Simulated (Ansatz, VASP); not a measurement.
Ru in VASP and in Ansatz

```xyz
2
Lattice="2.7058 0.0000 0.0000 -1.3529 2.3433 0.0000 0.0000 0.0000 4.2819" Properties=species:S:1:pos:R:3 pbc="T T T"
Ru    0.0000    1.3372    1.0705
Ru    1.3529    0.7811    3.2114
```

Alike in both runs: task single point; functional PBE; k mesh 24 × 24 × 12; occupations gaussian, width 0.15 eV; no spin polarisation.

```csv
,VASP,Ansatz
version,VASP 6.6.1,Ansatz 0.2.0
potentials or method,"VASP PAW PBE potentials, release 64 (Ru_pv), cutoff 520 eV","scalar-relativistic, plane waves, PAW"
valence electrons in the cell,28,32
```

VASP gave:

- gap on the k mesh at the Fermi level (eV): none
- pressure (GPa): 6.7
- traceless stress, the component that is largest in VASP (GPa): -5.48
- rms of the force components (eV/Å): 0.951

Which values does Ansatz return?

gap on the k mesh at the Fermi level (eV): none; pressure (GPa): 6.8; traceless stress, the component that is largest in VASP (GPa): -5.44; rms of the force components (eV/Å): 0.953.

Atom by atom the forces differ by 0.002 eV/Å (rms over components). A gap of «none» marks a metal or a gap that the smearing closes. The functional is the same, so the differences come from potentials, cutoffs and numerics. VASP's potentials hold 28 valence electrons a cell and Ansatz's 32, so a difference there can come from the potentials and not from the codes.
